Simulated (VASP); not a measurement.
# Ag (Im-3m) in VASP: notebook

Runs on Ag. Level: LDA. Tasks: single point, relaxation of cell and atoms.

Program: VASP 6.6.1. These are calculated values, not measurements. Logs are shortened: lines on timing, memory, paths and dates and some standing lists are left out, and cuts for length are marked.

### 1 The cell of the first run

It takes space group Im-3m (No. 229, cubic). Conventional cell: a = 3.265 Å, b = 3.265 Å, c = 3.265 Å, α = 90.00°, β = 90.00°, γ = 90.00°. Within 3.7 Å of Ag (site symmetry m-3m) lie 14 Ag at 2.83 to 3.27 Å.

### 2 Single point, LDA (volume scaled by 1.08)

The input, INCAR:

```
PREC = Accurate ; ENCUT = 520
EDIFF = 1E-6 ; ISMEAR = -1
SIGMA = 0.1 ; LREAL = False
LASPH = True ; NELM = 80
ALGO = Normal ; ISIF = 2
LWAVE = False ; LCHARG = True
GGA = CA ; LELF = True
LVHAR = True ; NBANDS = 12
```

The input, KPOINTS:

```
regular mesh
0
Gamma
  16 16 16
```

The input, POSCAR:

```
Ag
1.0
   -1.6326452430      1.6326452430      1.6326452430
    1.6326452430     -1.6326452430      1.6326452430
    1.6326452430      1.6326452430     -1.6326452430
Ag
1
Direct
    0.0000000000      0.0000000000      0.0000000000
```

Potentials or basis: VASP PAW LDA potentials, release 64 (Ag).

Command:

```sh
> cat potpaw_LDA.64/Ag/POTCAR > POTCAR
> mpirun -np 1 vasp_std > vasp.out
```

OUTCAR:

```text
PREC = Accurate
   ENCUT = 520
   EDIFF = 1E-6
   ISMEAR = -1
   LREAL = False
   LASPH = True
   NELM = 80
   ISIF = 2
   GGA = CA

 ion  position               nearest neighbor table
   1  0.000  0.000  0.000-

  LATTYP: Found a body centered cubic cell.
 ALAT       =     3.2652904860

  Lattice vectors:

 A1 = (  -1.6326452430,   1.6326452430,   1.6326452430)
 A2 = (   1.6326452430,  -1.6326452430,   1.6326452430)
 A3 = (   1.6326452430,   1.6326452430,  -1.6326452430)

Analysis of symmetry for initial positions (statically):
=====================================================================
 Subroutine PRICEL returns:
 Original cell was already a primitive cell.

 Routine SETGRP: Setting up the symmetry group for a
 body centered cubic supercell.

 Subroutine GETGRP returns: Found 48 space group operations
[... 9 lines left out ...]

 Routine SETGRP: Setting up the symmetry group for a
 body centered cubic supercell.

 Subroutine GETGRP returns: Found 48 space group operations
[... 11 lines left out ...]
                                     Primitive cell

  volume of cell :      17.4075

  direct lattice vectors                    reciprocal lattice vectors
    -1.632645243  1.632645243  1.632645243     0.000000000  0.306251467  0.306251467
     1.632645243 -1.632645243  1.632645243     0.306251467  0.000000000  0.306251467
     1.632645243  1.632645243 -1.632645243     0.306251467  0.306251467  0.000000000

  length of vectors
     2.827824512  2.827824512  2.827824512     0.433104977  0.433104977  0.433104977

  position of ions in fractional coordinates (direct lattice)
     0.000000000  0.000000000  0.000000000

  ion indices of the primitive-cell ions
   primitive index   ion index
                 1           1

----------------------------------------------------------------------------------------

 KPOINTS: regular mesh

Automatic generation of k-mesh.
 Grid dimensions read from file:
 generate k-points for:   16   16   16

 Generating k-lattice:

  Cartesian coordinates                     Fractional coordinates (reciprocal lattice)
     0.000000000  0.019140717  0.019140717     0.062500000  0.000000000  0.000000000
     0.019140717  0.000000000  0.019140717     0.000000000  0.062500000  0.000000000
     0.019140717  0.019140717  0.000000000     0.000000000  0.000000000  0.062500000

  Length of vectors
     0.027069061  0.027069061  0.027069061

  Shift w.r.t. Gamma in fractional coordinates (k-lattice)
     0.000000000  0.000000000  0.000000000

 Subroutine IBZKPT returns following result:
 ===========================================

 Found    145 irreducible k-points:

 Following reciprocal coordinates:
            Coordinates               Weight
  0.000000  0.000000  0.000000      1.000000
  0.062500  0.000000  0.000000     12.000000
  0.125000  0.000000  0.000000     12.000000
  0.187500  0.000000  0.000000     12.000000
  0.250000  0.000000  0.000000     12.000000
  0.312500  0.000000  0.000000     12.000000
[... 16 lines left out ...]
  0.187500  0.187500  0.000000     24.000000
  0.250000  0.187500 -0.000000     48.000000
 [... further k-points ...]
   k-points           NKPTS =    145   k-points in BZ     NKDIM =    145   number of bands    NBANDS=     12
   number of dos      NEDOS =    301   number of ions     NIONS =      1
   total plane-waves  NPLWV =  13824
   dimension x,y,z NGX =    24 NGY =   24 NGZ =   24
   dimension x,y,z NGXF=    48 NGYF=   48 NGZF=   48
   ions per type =               1
   NGX,Y,Z   is equivalent  to a cutoff of  14.11, 14.11, 14.11 a.u.
   NGXF,Y,Z  is equivalent  to a cutoff of  28.22, 28.22, 28.22 a.u.
 SYSTEM =  unknown system
   PREC   = accura    normal or accurate (medium, high low for compatibility)
   ISTART =      0    job   : 0-new  1-cont  2-samecut
   ICHARG =      2    charge: 1-file 2-atom 10-const
   ISPIN  =      1    spin polarized calculation?
   LNONCOLLINEAR =      F non collinear calculations
   LSORBIT =      F    spin-orbit coupling
   LASPH  =      T    aspherical Exc in radial PAW
   ENCUT  =  520.0 eV  38.22 Ry    6.18 a.u.   5.26  5.26  5.26*2*pi/ulx,y,z
   NELM   =     80;   NELMIN=  2; NELMDL= -5     # of ELM steps
   EDIFF  = 0.1E-05   stopping-criterion for ELM
   LREAL  =      F    real-space projection
   EDIFFG = 0.1E-04   stopping-criterion for IOM
   NSW    =      0    number of steps for IOM
   IBRION =     -1    ionic relax: 0-MD 1-quasi-New 2-CG
   NFREE  =      0    steps in history (QN), initial steepest desc. (CG)
   ISIF   =      2    stress and relaxation
   ISYM   =      2    0-nonsym 1-usesym 2-fastsym
   POTIM  = 0.5000    time-step for ionic-motion
   TEBEG  =    0.0;   TEEND  =   0.0 temperature during run
   PSTRESS=    0.0 pullay stress
   NELECT =      11.0000    total number of electrons
   NUPDOWN=      -1.0000    fix difference up-down
   EMIN   =  10.00;   EMAX   =-10.00  energy-range for DOS
   EFERMI =   0.00;   METHOD = LEGACY
   ISMEAR =    -1;   SIGMA  =   0.10  broadening in eV -4-tet -1-fermi 0-gaus
   EFERMI_NEDOS =   21; number of points for ismear=-14 and -15
   IALGO  =     38    algorithm
   IMIX   =      4    mixing-type and parameters
     AMIX     =   0.40;   BMIX     =  1.00
     AMIX_MAG =   1.60;   BMIX_MAG =  1.00
  volume/ion in A,a.u.               =      17.41       117.47
  Fermi-wavevector in a.u.,A,eV,Ry     =   1.404841  2.654765 26.852170  1.973579
  Thomas-Fermi vector in A             =   2.527362
   LORBIT       =      0    0 simple, 1 ext, 2 COOP (PROOUT), +10 PAW based schemes
   GGA     = CA    functional components
   LHFCALC =     F    Hartree Fock is set to
   AEXX    =    0.0000 exact exchange contribution
   IVDW    =     0    specifies the selected vdW correction
   LEPSILON=     F    determine dielectric tensor
   LRPA    =     F    only Hartree local field effects (RPA)
 non-spin polarized calculation
  energy-cutoff  :      520.00
  volume of cell :       17.41
 maximum number of plane-waves:       484
 NGX is ok and might be reduce to    24
   NGX = 11   NGY = 11   NGZ = 11

 number of electron      11.0000003 magnetization

 Free energy of the ion-electron system (eV)
  ---------------------------------------------------
  ext. energy  EPLUGINS =         0.00000000
  ---------------------------------------------------
  free energy    TOTEN  =        -3.70798094 eV

  energy without entropy =       -3.69444817  energy(sigma->0) =       -3.70121456

 E-fermi :   7.8849     XC(G=0): -12.4623

 val. band max:        7.8808425171   @ k =   0.4375   0.0625   0.0000
 cond. band min:       7.9357007376   @ k =  -0.3125   0.3125   0.3125
 fundamental gap:      0.0548582205
 Fermi energy:         7.8848933828

 k-point     1 :       0.0000    0.0000    0.0000
  band No.  band energies     occupation
      1       0.1898      2.00000
      2       3.0441      2.00000
      3       3.0441      2.00000
      4       3.0441      2.00000
      5       4.3620      2.00000
      6       4.3620      2.00000
      7      25.7580      0.00000
      8      25.7580      0.00000
      9      25.7580      0.00000
     10      31.5744      0.00000
     11      31.5744      0.00000
     12      31.5744      0.00000

 k-point     2 :       0.0625    0.0000    0.0000
  band No.  band energies     occupation
      1       0.3171      2.00000
      2       3.0128      2.00000
      3       3.0491      2.00000
      4       3.1168      2.00000
      5       4.3277      2.00000
      6       4.3642      2.00000
      7      25.4380      0.00000
      8      25.7190      0.00000
      9      25.8457      0.00000
     10      30.1352      0.00000
     11      30.2111      0.00000
     12      30.7742      0.00000

 k-point     3 :       0.1250    0.0000    0.0000
  band No.  band energies     occupation
      1       0.6813      2.00000
      2       2.9249      2.00000
      3       3.0678      2.00000
      4       3.3285      2.00000
      5       4.2476      2.00000
      6       4.3714      2.00000
      7      24.2532      0.00000
      8      25.3914      0.00000
      9      26.0898      0.00000
     10      28.8697      0.00000
     11      29.1750      0.00000
     12      29.2341      0.00000

 k-point     4 :       0.1875    0.0000    0.0000
  band No.  band energies     occupation
      1       1.2032      2.00000
      2       2.7961      2.00000
      3       3.1471      2.00000
      4       3.6602      2.00000
      5       4.1762      2.00000
      6       4.3849      2.00000
      7      22.1758      0.00000
      8      24.5407      0.00000
      9      26.4386      0.00000
     10      27.4188      0.00000
     11      28.3056      0.00000
     12      29.3772      0.00000

 k-point     5 :       0.2500    0.0000    0.0000
  band No.  band energies     occupation
      1       1.6478      2.00000
      2       2.6482      2.00000
      3       3.5001      2.00000
      4       4.0772      2.00000
      5       4.1571      2.00000
      6       4.4049      2.00000
      7      19.7164      0.00000
      8      23.4724      0.00000
      9      25.7284      0.00000
     10      26.8223      0.00000
     11      28.2134      0.00000
     12      30.2909      0.00000
[... 228 lines left out ...]
      1       1.8374      2.00000
      2       2.3901      2.00000
      3       4.1160      2.00000
      4       4.2816      2.00000
      5       4.8381      2.00000
      6       8.0103      0.44388
      7      13.0275      0.00000
      8      19.3636      0.00000
      9      21.8526      0.00000
     10      27.9239      0.00000
     11      31.1100      0.00000
     12      31.5191      0.00000

 k-point    22 :       0.4375    0.1250    0.0000
  band No.  band energies     occupation
      1       1.8012      2.00000
      2       2.3657      2.00000
      3       4.1772      2.00000
      4       4.2799      2.00000
      5       4.9409      2.00000
      6       8.8566      0.00012
      7      11.9420      0.00000
      8      19.1950      0.00000
      9      21.6703      0.00000
     10      28.0080      0.00000
     11      31.1792      0.00000
     12      31.4710      0.00000

 k-point    23 :       0.1875    0.1875    0.0000
  band No.  band energies     occupation
      1       2.1384      2.00000
      2       2.7365      2.00000
      3       3.0822      2.00000
      4       4.0829      2.00000
      5       4.5024      2.00000
      6       5.5787      2.00000
      7      18.7273      0.00000
      8      19.2383      0.00000
      9      23.3831      0.00000
     10      27.2731      0.00000
     11      30.3869      0.00000
     12      32.5242      0.00000

 k-point    24 :       0.2500    0.1875   -0.0000
  band No.  band energies     occupation
      1       2.1347      2.00000
      2       2.6229      2.00000
      3       3.4096      2.00000
      4       4.1435      2.00000
      5       4.5712      2.00000
      6       6.7228      1.99998
      7      16.4971      0.00000
      8      18.2579      0.00000
      9      22.6496      0.00000
     10      27.5916      0.00000
     11      30.6895      0.00000
     12      33.2213      0.00000

 [... further k-points ...]
[... 5 lines left out ...]
  --------------------------------------------------------------------------------------
  -------------------------------------------------------------------------------------
  Total       -0.8868430     -0.8868430     -0.8868430     -0.0000000      0.0000000      0.0000000
  in kB      -81.6247522    -81.6247522    -81.6247522     -0.0000000      0.0000000      0.0000000
  external PRESSURE =     -81.6247522 kB  Pullay stress =       0.0000000 kB

 VOLUME and BASIS-vectors are now :
 -----------------------------------------------------------------------------
  energy-cutoff  :      520.00
  volume of cell :       17.41
      direct lattice vectors                 reciprocal lattice vectors
    -1.632645243  1.632645243  1.632645243     0.000000000  0.306251467  0.306251467
     1.632645243 -1.632645243  1.632645243     0.306251467  0.000000000  0.306251467
     1.632645243  1.632645243 -1.632645243     0.306251467  0.306251467  0.000000000

 POSITION                                       TOTAL-FORCE (eV/Angst)
 -----------------------------------------------------------------------------------
      0.00000      0.00000      0.00000         0.000000     -0.000000     -0.000000
 -----------------------------------------------------------------------------------
    total drift:                                0.000000      0.000000     -0.000000

  FREE ENERGIE OF THE ION-ELECTRON SYSTEM (eV)
  ---------------------------------------------------
  free  energy   TOTEN  =        -3.7079809446 eV

  energy  without entropy=       -3.6944481746  energy(sigma->0) =       -3.70121456
```

It took 12 s on 1 thread of Intel Xeon Platinum 8488C (Sapphire Rapids), shared host; peak memory 0.15 GiB.

Results:

- Free energy: -3.7080 eV
- Pressure: -8.2 GPa

Caveat: the cell differs from its parent crystal (volume scaled by 1.08).

### 3 Single point, LDA (volume scaled by 1.12)

The input, INCAR:

```
PREC = Accurate
ENCUT = 520
EDIFF = 1E-6
ISMEAR = -1
SIGMA = 0.1
LREAL = F
LASPH = T
NELM = 60
ALGO = Normal
ISIF = 2
LWAVE = F
LCHARG = F
GGA = CA
NBANDS = 12
```

KPOINTS is that of step 2.

The input, POSCAR:

```
Ag
1.0
   -1.6525575133      1.6525575133      1.6525575133
    1.6525575133     -1.6525575133      1.6525575133
    1.6525575133      1.6525575133     -1.6525575133
Ag
1
Direct
    0.0000000000      0.0000000000      0.0000000000
```

Potentials or basis: VASP PAW LDA potentials, release 64 (Ag).

Command:

```sh
> cat potpaw_LDA.64/Ag/POTCAR > POTCAR
> mpirun -np 1 vasp_std > vasp.out
```

Run time: 13 s. Hardware: 1 thread of Intel Xeon Platinum 8488C (Sapphire Rapids), shared host; peak memory 0.15 GiB.

It converged, with:

- Free energy: -3.6697 eV
- Pressure: -10.9 GPa

Levels at points of the mesh, in eV from the Fermi level:
| k point | band 1 | band 2 | band 3 | band 4 | band 5 | band 6 | band 7 | band 8 | band 9 | band 10 |
| --- | --- | --- | --- | --- | --- | --- | --- | --- | --- | --- |
| (0.00, 0.00, 0.00) | -7.44 | -4.71 | -4.71 | -4.71 | -3.47 | -3.47 | 17.74 | 17.74 | 17.74 | 23.00 |
| (0.50, 0.00, 0.00) | -6.07 | -5.42 | -3.53 | -3.36 | -2.55 | 0.01 | 3.78 | 13.09 | 13.81 | 19.33 |
| (0.50, 0.50, 0.50) | -6.00 | -6.00 | -2.77 | -2.77 | -2.77 | 6.63 | 6.63 | 6.63 | 11.89 | 13.11 |

Caveat: the cell differs from its parent crystal (volume scaled by 1.12).

### 4 Relaxation of cell and atoms, LDA

This run uses another cell than the first one, of 17.06 Å³/atom, 0.980 times its volume.

The input, INCAR:

```
  PREC = Accurate
  ENCUT = 600
  EDIFF = 1E-7
  ISMEAR = -1
  SIGMA = 0.1
  LREAL = F
  LASPH = T
  NELM = 100
  ALGO = Normal
  ISIF = 3
  LWAVE = F
  LCHARG = F
  GGA = CA
  IBRION = 2
  NSW = 80
  EDIFFG = -0.01
```

The input, KPOINTS:

```
Automatic mesh
0
Gamma
  14 14 14
```

The input, POSCAR:

```
Ag
1.0
   -1.6216095446      1.6216095446      1.6216095446
    1.6216095446     -1.6216095446      1.6216095446
    1.6216095446      1.6216095446     -1.6216095446
Ag
1
Direct
    0.0000000000      0.0000000000      0.0000000000
```

Command:

```sh
> cat potpaw_LDA.64/Ag/POTCAR > POTCAR
> mpirun -np 1 vasp_std > vasp.out
```

Run time: 17 s. Hardware: 1 thread of Intel Xeon Platinum 8488C (Sapphire Rapids), shared host; peak memory 0.15 GiB.

Results (log left out):

* Free energy: -3.7403 eV
* Relaxed volume: 16.14 Å³/atom
* Relaxed cell: a = 2.758 Å, b = 2.758 Å, c = 2.758 Å, α = 109.47°, β = 109.47°, γ = 109.47°
* Space group after relaxing (to 0.05 Å): Im-3m (No. 229)
* Energy gained by relaxing: 19.3 meV/atom
* Ionic steps: 3
* Pressure after relaxing: 0.0 GPa

Step by step:
```tsv
step	energy change (eV)	largest force (eV/Å)	pressure (GPa)	volume (Å³)
1	0.0000	0.0000	-6.32	17.06
2	-0.0058	0.0000	6.59	15.45
3	-0.0193	0.0000	-0.04	16.14
```

Final structure:
```cif
data_structure
_symmetry_space_group_name_H-M 'P 1'
_symmetry_Int_Tables_number 1
_cell_length_a 2.7576
_cell_length_b 2.7576
_cell_length_c 2.7576
_cell_angle_alpha 109.471
_cell_angle_beta 109.471
_cell_angle_gamma 109.471
_cell_volume 16.14
loop_
_atom_site_label
_atom_site_type_symbol
_atom_site_fract_x
_atom_site_fract_y
_atom_site_fract_z
_atom_site_occupancy
Ag1 Ag 0.00000 0.00000 0.00000 1
```

Levels at points of the mesh, in eV from the Fermi level:
```
           k point  band 3  band 4  band 5  band 6  band 7  band 8  band 9
(0.00, 0.00, 0.00)   -5.15   -5.15   -3.66   -3.66   18.11   18.11   18.11
(0.50, 0.00, 0.00)   -3.73   -3.52   -2.53   -0.28    4.44   13.48   14.83
(0.50, 0.50, 0.50)   -2.81   -2.81   -2.81    6.95    6.95    6.95   13.51
```

### 5 Single point, LDA

This run uses another cell than the first one, of 16.12 Å³/atom, 0.926 times its volume.

The input, INCAR:

```
  ALGO = Normal
  EDIFF = 1E-6
  ENCUT = 520
  GGA = CA
  ISIF = 2
  ISMEAR = -1
  LASPH = True
  LCHARG = False
  LREAL = False
  LWAVE = False
  NBANDS = 12
  NELM = 60
  PREC = Accurate
  SIGMA = 0.1
```

The input, KPOINTS:

```
k-points
0
Gamma
  23 23 23
```

The input, POSCAR:

```
Ag
1.0
   -1.5912945503      1.5912945503      1.5912945503
    1.5912945503     -1.5912945503      1.5912945503
    1.5912945503      1.5912945503     -1.5912945503
Ag
1
Direct
    0.0000000000      0.0000000000      0.0000000000
```

Command:

```sh
> cat potpaw_LDA.64/Ag/POTCAR > POTCAR
> mpirun -np 1 vasp_std > vasp.out
```

Run time: 30 s. Hardware: 1 thread of Intel Xeon Platinum 8488C (Sapphire Rapids), shared host; peak memory 0.17 GiB.

The run converged. Its results:

```yaml
Free_energy: -3.7493 eV
Pressure: 0.1 GPa
```

Levels at points of the mesh, in eV from the Fermi level:
```
           k point  band 3  band 4  band 5  band 6  band 7  band 8  band 9  band 10
(0.00, 0.00, 0.00)   -5.14   -5.14   -3.64   -3.64   18.13   18.13   18.13    25.12
```

### 6 Single point, LDA, non-collinear spin, zero start, spin-orbit coupling

This run uses another cell than the first one, of 16.12 Å³/atom, 0.926 times its volume.

The input, INCAR:

```
SYSTEM = Ag
PREC     = Accurate       ! precision mode
ENCUT    = 520            ! plane-wave cutoff, eV
EDIFF    = 1E-6           ! SCF threshold, eV
ISMEAR   = -1             ! smearing method
SIGMA    = 0.1            ! smearing width, eV
LREAL    = .False.        ! projectors in reciprocal space
LASPH    = .True.         ! aspherical terms in the spheres
NELM     = 150            ! most SCF steps
ALGO     = Normal         ! electronic algorithm
ISIF     = 2              ! what is computed and relaxed
LWAVE    = .False.        ! write WAVECAR
LCHARG   = .True.         ! write CHGCAR
MAGMOM   = 0 0 0          ! initial moments
LORBIT   = 11             ! projections on sites
LSORBIT  = .True.         ! spin-orbit coupling
GGA_COMPAT= .False.      
LORBMOM  = .True.       
LMAXMIX  = 4              ! l up to which the mixer works
GGA      = CA             ! functional
LVHAR    = .True.       
NBANDS   = 22             ! bands
```

The input, KPOINTS:

```
Automatic mesh
0
Gamma
  14 14 14
  0 0 0
```

POSCAR is that of step 5.

Potentials or basis: VASP PAW LDA potentials, release 64 (Ag).

Command:

```sh
> cat potpaw_LDA.64/Ag/POTCAR > POTCAR
> mpirun -np 1 vasp_ncl > vasp.out
```

Run time: 39 s. Hardware: 1 thread of Intel Xeon Platinum 8488C (Sapphire Rapids), shared host; peak memory 0.18 GiB.

It converged, with:

| Property | Result |
| --- | --- |
| Free energy | -3.7692 eV |
| Pressure | 0.0 GPa |
| Net moment | 0.00 μB per cell |
| Valence electrons inside the program's atomic spheres | Ag 9.94 |

Moments on the atoms (μB; x, y, z):
```
Ag  0.00 0.00 0.00
```

### 7 Overview

| task | spin | cell | k mesh | cutoff (eV) | gap on the mesh (eV) | pressure (GPa) |
| --- | --- | --- | --- | --- | --- | --- |
| single point | off | a = 2.828 Å, angles 109.5°, 1 atom | 16 × 16 × 16 | 520 | none | -8.2 |
| single point | off | a = 2.862 Å, angles 109.5°, 1 atom | 16 × 16 × 16 | 520 | none | -10.9 |
| relaxation of cell and atoms | off | relaxed from a = 2.809 Å, angles 109.5°, 1 atom | 14 × 14 × 14 | 600 | none | 0.0 |
| single point | off | a = 2.756 Å, angles 109.5°, 1 atom | 23 × 23 × 23 | 520 | none | 0.1 |
| single point | non-collinear, zero start, SOC | a = 2.756 Å, angles 109.5°, 1 atom | 14 × 14 × 14 | 520 | - | 0.0 |

Alike in all rows: level LDA; potentials or basis VASP PAW LDA potentials, release 64 (Ag); smearing fermi-dirac 0.1 eV.

Total energies depend on the potentials used, so only differences within one code and one set of settings carry meaning.
